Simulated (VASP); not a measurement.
A run of VASP 6.6.1 is set up as follows.

Contents of INCAR:

```
SYSTEM = TiSe2
PREC = Accurate ; ENCUT = 500
EDIFF = 1E-6 ; ISMEAR = 0
SIGMA = 0.05 ; LREAL = .FALSE.
LASPH = .TRUE. ; NELM = 200
ALGO = Normal ; ISIF = 2
LWAVE = .FALSE. ; LCHARG = .TRUE.
MAGMOM = 0 0 0 0 0 0 0 0 0 ; LORBIT = 11
LSORBIT = .TRUE. ; GGA_COMPAT = .FALSE.
LORBMOM = .TRUE. ; LMAXMIX = 4
GGA = PE ; LVHAR = .TRUE.
NBANDS = 37
```

The input KPOINTS:

```
Automatic mesh
0
G
  12 12 6
  0 0 0
```

Contents of POSCAR:

```
TiSe2
1.0
    3.5431360632      0.0000000000      0.0000000000
   -1.7715680316      3.0684458398      0.0000000000
    0.0000000000      0.0000000000      6.6702112453
Ti Se
1 2
Direct
    0.0000000000      0.0000000000      0.0000000000
    0.3333333333      0.6666666667      0.2318608152
    0.6666666667      0.3333333333      0.7681391848
```

Potentials or basis: VASP PAW PBE potentials, release 64 (Ti_sv, Se).

Run with:

```bash
$ cat potpaw_PBE.64/Ti_sv/POTCAR potpaw_PBE.64/Se/POTCAR > POTCAR
$ mpirun -np 1 vasp_ncl > vasp.out
```

(1) Estimate the pressure.

(2) Estimate the net moment.

(3) Estimate the largest force.

## Answers

(1) 0.1 GPa.

(2) 0.00 μB per cell.

(3) 0.018 eV/Å.

Caveat: this functional lacks dispersion, which binds layers or chains, so the pressure and a relaxed spacing across them are unreliable.
